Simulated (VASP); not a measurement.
# CsSbSI2: single point with PBE

CsSbSI2:

```
Cs Sb S I
1.0
     5.74958    0.00000    0.00000
     0.00000    5.74958    0.00000
     0.00000    0.00000    4.82345
Cs Sb S I
1 1 1 2
Direct
  0.00000 0.00000 0.00000
  0.50000 0.50000 0.50000
  0.50000 0.50000 0.00000
  0.00000 0.50000 0.50000
  0.50000 0.00000 0.50000
```

```json
{
  "Program": "VASP 6.6.1",
  "Task": "single point",
  "Functional": "PBE",
  "Potentials or basis": "VASP PAW PBE potentials, release 64 (Cs_sv, Sb, S, I)",
  "Cutoff": "520 eV",
  "k mesh": "4 × 4 × 4",
  "Occupations": "fermi-dirac, width 0.1 eV",
  "Spin": "no spin polarisation",
  "Dipole correction": "no",
  "Further INCAR settings": "ALGO = Normal; EDIFF = 1e-07; NBANDS = 25"
}
```

The pressure is 10.0 GPa and the band gap on the k mesh is zero (bands 17 and 18 overlap by 1.10 eV).

Stress tensor (GPa, compression positive):
```
 9.99  0.00  0.00
 0.00  9.99  0.00
 0.00  0.00 10.15
```

Levels at points of the mesh, in eV from the Fermi level:
| k point | band 15 | band 16 | band 17 | band 18 | band 19 | band 20 |
| --- | --- | --- | --- | --- | --- | --- |
| (0.00, 0.00, 0.00) | -2.40 | -1.53 | -1.53 | 2.20 | 2.43 | 3.17 |
| (0.50, 0.00, 0.00) | -2.71 | -1.99 | -1.59 | 0.60 | 3.76 | 4.32 |
| (0.50, 0.50, 0.00) | -3.06 | -2.24 | -1.15 | 0.51 | 0.51 | 4.17 |
| (0.00, 0.00, 0.50) | -2.47 | -2.47 | 0.07 | 1.88 | 3.45 | 4.25 |
| (0.50, 0.00, 0.50) | -2.59 | -1.20 | -0.42 | 0.74 | 1.70 | 4.03 |
| (0.50, 0.50, 0.50) | -1.14 | -1.14 | -1.04 | -1.04 | 1.33 | 1.67 |

It took 110 s on 1 thread of Oxide Virtual Turin-like Processor (shared host), peak memory 0.27 GiB.

Caveat: the cell stands under pressure; spin-orbit coupling is left out, which moves the levels of the heavy elements.
